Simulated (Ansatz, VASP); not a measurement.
## Two plane-wave programs on Ba2Cd

File INCAR:

```
SYSTEM = Ba2Cd
ALGO = Normal ; EDIFF = 1E-8
ENCUT = 520 ; ISIF = 2
ISMEAR = -1 ; LASPH = .True.
LCHARG = .False. ; LEFG = .True.
LREAL = .False. ; LWAVE = .False.
NBANDS = 23 ; NELM = 100
PREC = Accurate ; SIGMA = 0.03
```

The input KPOINTS:

```
k-points
0
Gamma
  12 12 12
  0 0 0
```

Contents of POSCAR:

```
Ba2Cd
1.0
   -2.1440953799      2.1440953799      7.7313866590
    2.1440953799     -2.1440953799      7.7313866590
    2.1440953799      2.1440953799     -7.7313866590
Ba Cd
2 1
Direct
    0.6305127100      0.6305127100      0.0000000000
    0.3694872900      0.3694872900      0.0000000000
    0.0000000000      0.0000000000      0.0000000000
```

Input for Ansatz:

```yaml
crystal:
  lattice:
    - [-2.1440953799, 2.1440953799, 7.731386659]
    - [2.1440953799, -2.1440953799, 7.731386659]
    - [2.1440953799, 2.1440953799, -7.731386659]
  atoms:
    - { symbol: Ba, position: [0.63051271, 0.63051271, 0.0] }
    - { symbol: Ba, position: [0.36948729, 0.36948729, 0.0] }
    - { symbol: Cd, position: [0.0, 0.0, 0.0] }
kpoints:
  mp_grid: { grid: [12, 12, 12] }
  band_path:
    path:
      - [0.0, 0.0, 0.0]
      - [0.0, 0.0, 0.5]
      - [0.25, 0.25, 0.25]
      - [0.0, 0.5, 0.0]
      - [0.0, 0.0, 0.0]
      - [0.5, 0.5, -0.5]
      - [0.269227084, 0.730772916, -0.269227084]
      - [-0.269227084, 0.269227084, 0.269227084]
      - [0.0, 0.0, 0.0]
    npoints: 14
scf:
  occupations: { method: fermi_dirac, width: 0.03 }
hamiltonian:
  xc: lda
  pseudopotentials: { kind: paw }
output:
  forces: true
  stress: true
  eigenvalues: true
  efg: { contact_densities: true }
  populations: true
  bader: true
  dos: { projected: true, de: 0.2, e_range: [-14, 8] }
  write_density: true
  write_potential: true
  elf: true
  volumetric_format: npy
```

Alike in both runs: task electric field gradients; functional LDA; k mesh 12 × 12 × 12; occupations fermi-dirac, width 0.03 eV; no spin polarisation.

```csv
,VASP,Ansatz
version,VASP 6.6.1,Ansatz 0.2.0
potentials or method,"VASP PAW LDA potentials, release 64 (Ba_sv, Cd)","PAW with Ansatz's default frozen-core files, scalar-relativistic"
plane-wave cutoff (eV),520,420
valence electrons in the cell,32,40
```

Ansatz gave:

```
pressure (GPa)                                       : -2.1
rms of the force components (eV/Å)                   : 0.068
size of Vzz on the site where it differs most (V/Å²) : 8.0
```

Q: What did VASP give for the same quantities?

A: Pressure (GPa): -1.9; rms of the force components (eV/Å): 0.055; size of Vzz on the site where it differs most (V/Å²): 8.4.

LDA's correlation is that of Perdew and Zunger in VASP and of Perdew and Wang (1992) in Ansatz. Atom by atom the forces differ by 0.013 eV/Å (rms over components). VASP's potentials hold 32 valence electrons a cell and Ansatz's 40, so a difference there can come from the potentials and not from the codes.

Neither program's run includes spin-orbit coupling.
